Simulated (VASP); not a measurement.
# Nb (Im-3m) in VASP: notebook

The runs below take Nb through single point, with PBE, r2SCAN.

All numbers are computed with VASP 6.6.1; they aren't measurements. Logs are shortened: lines on timing, memory, paths and dates and some standing lists are left out, and cuts for length are marked.

## 1. The cell of the first run

Symmetry: Im-3m, No. 229, cubic system. Conventional cell: a = 3.418 Å, b = 3.418 Å, c = 3.418 Å, α = 90.00°, β = 90.00°, γ = 90.00°. Nb (site symmetry m-3m) has 14 Nb at 2.96 to 3.42 Å within 3.9 Å.

## 2. Single point, PBE (19.97 Å³/atom)

Contents of INCAR:

```
SYSTEM = Nb
PREC = Accurate ; ENCUT = 520
EDIFF = 1E-7 ; ISMEAR = 0
SIGMA = 0.1 ; LREAL = .FALSE.
LASPH = .TRUE. ; NELM = 60
ALGO = Normal ; ISIF = 2
LWAVE = .FALSE. ; LCHARG = .TRUE.
GGA = PE ; LELF = .TRUE.
LVHAR = .TRUE. ; NBANDS = 12
```

Contents of KPOINTS:

```
regular mesh
0
G
  18 18 18
  0 0 0
```

Contents of POSCAR:

```
Nb
1.0
   -1.7089996042      1.7089996042      1.7089996042
    1.7089996042     -1.7089996042      1.7089996042
    1.7089996042      1.7089996042     -1.7089996042
Nb
1
Direct
    0.0000000000      0.0000000000      0.0000000000
```

Potentials or basis: VASP PAW PBE potentials, release 64 (Nb_sv).

Run with:

```sh
> cat potpaw_PBE.64/Nb_sv/POTCAR > POTCAR
> mpirun -np 1 vasp_std > vasp.out
```

OUTCAR:

```text
SYSTEM = Nb
   PREC = Accurate
   ENCUT = 520
   EDIFF = 1E-7
   ISMEAR = 0
   LREAL = .FALSE.
   LASPH = .TRUE.
   NELM = 60
   ISIF = 2
   GGA = PE

 ion  position               nearest neighbor table
   1  0.000  0.000  0.000-

  LATTYP: Found a body centered cubic cell.
 ALAT       =     3.4179992084

  Lattice vectors:

 A1 = (  -1.7089996042,   1.7089996042,   1.7089996042)
 A2 = (   1.7089996042,  -1.7089996042,   1.7089996042)
 A3 = (   1.7089996042,   1.7089996042,  -1.7089996042)

Analysis of symmetry for initial positions (statically):
=====================================================================
 Subroutine PRICEL returns:
 Original cell was already a primitive cell.

 Routine SETGRP: Setting up the symmetry group for a
 body centered cubic supercell.

 Subroutine GETGRP returns: Found 48 space group operations
 (whereof 48 operations were pure point group operations)
 out of a pool of 48 trial point group operations.

The static configuration has the point symmetry O_h .

Analysis of symmetry for dynamics (positions and initial velocities):
=====================================================================
 Subroutine PRICEL returns:
 Original cell was already a primitive cell.

 Routine SETGRP: Setting up the symmetry group for a
 body centered cubic supercell.

 Subroutine GETGRP returns: Found 48 space group operations
 (whereof 48 operations were pure point group operations)
 out of a pool of 48 trial point group operations.

The dynamic configuration has the point symmetry O_h .

 Subroutine INISYM returns: Found 48 space group operations
 (whereof 48 operations are pure point group operations),
 and found     1 'primitive' translations

----------------------------------------------------------------------------------------

                                     Primitive cell

  volume of cell :      19.9658

  direct lattice vectors                    reciprocal lattice vectors
    -1.708999604  1.708999604  1.708999604     0.000000000  0.292568821  0.292568821
     1.708999604 -1.708999604  1.708999604     0.292568821  0.000000000  0.292568821
     1.708999604  1.708999604 -1.708999604     0.292568821  0.292568821  0.000000000

  length of vectors
     2.960074145  2.960074145  2.960074145     0.413754795  0.413754795  0.413754795

  position of ions in fractional coordinates (direct lattice)
     0.000000000  0.000000000  0.000000000

  ion indices of the primitive-cell ions
   primitive index   ion index
                 1           1

----------------------------------------------------------------------------------------

 KPOINTS: regular mesh

Automatic generation of k-mesh.
 Grid dimensions read from file:
 generate k-points for:   18   18   18

 Generating k-lattice:

  Cartesian coordinates                     Fractional coordinates (reciprocal lattice)
     0.000000000  0.016253823  0.016253823     0.055555556  0.000000000  0.000000000
     0.016253823  0.000000000  0.016253823     0.000000000  0.055555556  0.000000000
     0.016253823  0.016253823  0.000000000     0.000000000  0.000000000  0.055555556

  Length of vectors
     0.022986378  0.022986378  0.022986378

  Shift w.r.t. Gamma in fractional coordinates (k-lattice)
     0.000000000  0.000000000  0.000000000

 Subroutine IBZKPT returns following result:
 ===========================================

 Found    195 irreducible k-points:

 Following reciprocal coordinates:
            Coordinates               Weight
  0.000000  0.000000  0.000000      1.000000
  0.055556  0.000000  0.000000     12.000000
  0.111111  0.000000  0.000000     12.000000
  0.166667  0.000000  0.000000     12.000000
  0.222222  0.000000  0.000000     12.000000
  0.277778  0.000000  0.000000     12.000000
[... 16 lines left out ...]
  0.333333  0.111111 -0.000000     48.000000
  0.388889  0.111111  0.000000     48.000000
 [... further k-points ...]
   k-points           NKPTS =    195   k-points in BZ     NKDIM =    195   number of bands    NBANDS=     12
   number of dos      NEDOS =    301   number of ions     NIONS =      1
   total plane-waves  NPLWV =  13824
   dimension x,y,z NGX =    24 NGY =   24 NGZ =   24
   dimension x,y,z NGXF=    48 NGYF=   48 NGZF=   48
   ions per type =               1
   NGX,Y,Z   is equivalent  to a cutoff of  13.48, 13.48, 13.48 a.u.
   NGXF,Y,Z  is equivalent  to a cutoff of  26.96, 26.96, 26.96 a.u.
 SYSTEM =  Nb
   PREC   = accura    normal or accurate (medium, high low for compatibility)
   ISTART =      0    job   : 0-new  1-cont  2-samecut
   ICHARG =      2    charge: 1-file 2-atom 10-const
   ISPIN  =      1    spin polarized calculation?
   LNONCOLLINEAR =      F non collinear calculations
   LSORBIT =      F    spin-orbit coupling
   LASPH  =      T    aspherical Exc in radial PAW
   ENCUT  =  520.0 eV  38.22 Ry    6.18 a.u.   5.50  5.50  5.50*2*pi/ulx,y,z
   NELM   =     60;   NELMIN=  2; NELMDL= -5     # of ELM steps
   EDIFF  = 0.1E-06   stopping-criterion for ELM
   LREAL  =      F    real-space projection
   EDIFFG = 0.1E-05   stopping-criterion for IOM
   NSW    =      0    number of steps for IOM
   IBRION =     -1    ionic relax: 0-MD 1-quasi-New 2-CG
   NFREE  =      0    steps in history (QN), initial steepest desc. (CG)
   ISIF   =      2    stress and relaxation
   ISYM   =      2    0-nonsym 1-usesym 2-fastsym
   POTIM  = 0.5000    time-step for ionic-motion
   TEBEG  =    0.0;   TEEND  =   0.0 temperature during run
   PSTRESS=    0.0 pullay stress
   NELECT =      13.0000    total number of electrons
   NUPDOWN=      -1.0000    fix difference up-down
   EMIN   =  10.00;   EMAX   =-10.00  energy-range for DOS
   EFERMI =   0.00;   METHOD = LEGACY
   ISMEAR =     0;   SIGMA  =   0.10  broadening in eV -4-tet -1-fermi 0-gaus
   EFERMI_NEDOS =   21; number of points for ismear=-14 and -15
   IALGO  =     38    algorithm
   IMIX   =      4    mixing-type and parameters
     AMIX     =   0.40;   BMIX     =  1.00
     AMIX_MAG =   1.60;   BMIX_MAG =  1.00
  volume/ion in A,a.u.               =      19.97       134.74
  Fermi-wavevector in a.u.,A,eV,Ry     =   1.418929  2.681387 27.393418  2.013359
  Thomas-Fermi vector in A             =   2.540003
   LORBIT       =      0    0 simple, 1 ext, 2 COOP (PROOUT), +10 PAW based schemes
   GGA     = PE    functional components
   LHFCALC =     F    Hartree Fock is set to
   AEXX    =    0.0000 exact exchange contribution
   IVDW    =     0    specifies the selected vdW correction
   LEPSILON=     F    determine dielectric tensor
   LRPA    =     F    only Hartree local field effects (RPA)
 non-spin polarized calculation
 Gauss-broadening in eV      SIGMA  =   0.10
  energy-cutoff  :      520.00
  volume of cell :       19.97
 maximum number of plane-waves:       559
 NGX is ok and might be reduce to    24
   NGX = 11   NGY = 11   NGZ = 11

 number of electron      13.0000001 magnetization

 Free energy of the ion-electron system (eV)
  ---------------------------------------------------
  ext. energy  EPLUGINS =         0.00000000
  ---------------------------------------------------
  free energy    TOTEN  =       -10.13509358 eV

  energy without entropy =      -10.12664087  energy(sigma->0) =      -10.13086723

 E-fermi :   9.7890     XC(G=0): -11.9779

 val. band max:        9.7865326947   @ k =   0.3889   0.2222   0.0000
 cond. band min:       9.7979352830   @ k =  -0.3889   0.3889   0.1111
 fundamental gap:      0.0114025883
 Fermi energy:         9.7889951748

 k-point     1 :       0.0000    0.0000    0.0000
  band No.  band energies     occupation
      1     -44.7285      2.00000
      2     -20.2117      2.00000
      3     -20.2117      2.00000
      4     -20.2117      2.00000
      5       4.0734      2.00000
      6      10.1812      0.00000
      7      10.1812      0.00000
      8      10.1812      0.00000
      9      12.7619      0.00000
     10      12.7619      0.00000
     11      23.7201      0.00000
     12      23.7201      0.00000

 k-point     2 :       0.0556    0.0000    0.0000
  band No.  band energies     occupation
      1     -44.7237      2.00000
      2     -20.2430      2.00000
      3     -20.2214      2.00000
      4     -20.2118      2.00000
      5       4.1873      2.00000
      6      10.1138      0.00000
      7      10.1662      0.00000
      8      10.2877      0.00000
      9      12.6606      0.00000
     10      12.7631      0.00000
     11      23.8082      0.00000
     12      23.9209      0.00000

 k-point     3 :       0.1111    0.0000    0.0000
  band No.  band energies     occupation
      1     -44.7099      2.00000
      2     -20.3324      2.00000
      3     -20.2494      2.00000
      4     -20.2123      2.00000
      5       4.5164      2.00000
      6       9.9265      0.05176
      7      10.1013      0.00001
      8      10.6033      0.00000
      9      12.4385      0.00000
     10      12.7712      0.00000
     11      24.0137      0.00000
     12      24.4856      0.00000

 k-point     4 :       0.1667    0.0000    0.0000
  band No.  band energies     occupation
      1     -44.6888      2.00000
      2     -20.4674      2.00000
      3     -20.2919      2.00000
      4     -20.2131      2.00000
      5       5.0191      2.00000
      6       9.6575      1.93702
      7       9.9555      0.01857
      8      11.1157      0.00000
      9      12.2670      0.00000
     10      12.7980      0.00000
     11      24.1403      0.00000
     12      25.0178      0.00000

 k-point     5 :       0.2222    0.0000    0.0000
  band No.  band energies     occupation
      1     -44.6627      2.00000
      2     -20.6298      2.00000
      3     -20.3437      2.00000
      4     -20.2141      2.00000
      5       5.6116      2.00000
      6       9.3523      2.00000
      7       9.7761      1.14420
      8      11.8026      0.00000
      9      12.2534      0.00000
     10      12.8549      0.00000
     11      23.8917      0.00000
     12      24.8997      0.00000
[... 228 lines left out ...]
      1     -44.6262      2.00000
      2     -20.8215      2.00000
      3     -20.4075      2.00000
      4     -20.2542      2.00000
      5       6.4395      2.00000
      6       9.0539      2.00000
      7       9.4191      2.00000
      8      12.1187      0.00000
      9      13.0764      0.00000
     10      13.2124      0.00000
     11      23.3498      0.00000
     12      24.1503      0.00000

 k-point    22 :       0.2778    0.1111    0.0000
  band No.  band energies     occupation
      1     -44.6014      2.00000
      2     -20.9535      2.00000
      3     -20.4685      2.00000
      4     -20.2570      2.00000
      5       6.7703      2.00000
      6       8.8119      2.00000
      7       9.6359      1.96966
      8      12.3208      0.00000
      9      13.2730      0.00000
     10      14.0638      0.00000
     11      22.3330      0.00000
     12      23.1693      0.00000

 k-point    23 :       0.3333    0.1111   -0.0000
  band No.  band energies     occupation
      1     -44.5811      2.00000
      2     -21.0589      2.00000
      3     -20.5188      2.00000
      4     -20.2589      2.00000
      5       6.8450      2.00000
      6       8.6348      2.00000
      7      10.1346      0.00000
      8      12.5302      0.00000
      9      13.3844      0.00000
     10      14.9826      0.00000
     11      21.2813      0.00000
     12      22.2912      0.00000

 k-point    24 :       0.3889    0.1111    0.0000
  band No.  band energies     occupation
      1     -44.5678      2.00000
      2     -21.1268      2.00000
      3     -20.5517      2.00000
      4     -20.2601      2.00000
      5       6.8112      2.00000
      6       8.5260      2.00000
      7      10.6491      0.00000
      8      12.6259      0.00000
      9      13.5402      0.00000
     10      15.7050      0.00000
     11      20.3809      0.00000
     12      21.7638      0.00000

 [... further k-points ...]
[... 5 lines left out ...]
  --------------------------------------------------------------------------------------
  -------------------------------------------------------------------------------------
  Total       -1.7236916     -1.7236916     -1.7236916      0.0000000      0.0000000      0.0000000
  in kB     -138.3197702   -138.3197702   -138.3197702      0.0000000      0.0000000      0.0000000
  external PRESSURE =    -138.3197702 kB  Pullay stress =       0.0000000 kB

 VOLUME and BASIS-vectors are now :
 -----------------------------------------------------------------------------
  energy-cutoff  :      520.00
  volume of cell :       19.97
      direct lattice vectors                 reciprocal lattice vectors
    -1.708999604  1.708999604  1.708999604     0.000000000  0.292568821  0.292568821
     1.708999604 -1.708999604  1.708999604     0.292568821  0.000000000  0.292568821
     1.708999604  1.708999604 -1.708999604     0.292568821  0.292568821  0.000000000

 POSITION                                       TOTAL-FORCE (eV/Angst)
 -----------------------------------------------------------------------------------
      0.00000      0.00000      0.00000         0.000000      0.000000      0.000000
 -----------------------------------------------------------------------------------
    total drift:                               -0.000000      0.000000      0.000000

  FREE ENERGIE OF THE ION-ELECTRON SYSTEM (eV)
  ---------------------------------------------------
  free  energy   TOTEN  =       -10.1350935788 eV

  energy  without entropy=      -10.1266408732  energy(sigma->0) =      -10.13086723
```

It took 59 s on 1 thread of Intel Xeon 8259CL, shared host; peak memory 0.17 GiB.

What came out:

```yaml
Free_energy: -10.1351 eV
Pressure: -13.8 GPa
Band_gap_on_the_k_mesh: zero (an odd number of electrons rules out a gap without spin polarisation)
```

Levels at points of the mesh, in eV from the Fermi level:
| k point | band 2 | band 3 | band 4 | band 5 | band 6 | band 7 | band 8 | band 9 | band 10 | band 11 |
| --- | --- | --- | --- | --- | --- | --- | --- | --- | --- | --- |
| (0.00, 0.00, 0.00) | -30.00 | -30.00 | -30.00 | -5.72 | 0.39 | 0.39 | 0.39 | 2.97 | 2.97 | 13.93 |
| (0.50, 0.00, 0.00) | -30.98 | -30.31 | -30.01 | -3.31 | -1.37 | 1.85 | 2.95 | 3.55 | 5.58 | 10.54 |
| (0.50, 0.50, 0.50) | -30.68 | -30.68 | -30.68 | -3.15 | -3.15 | 4.93 | 4.93 | 4.93 | 8.26 | 8.26 |

Caveat: the cell stands under tension.

[end of part 1 of 2]
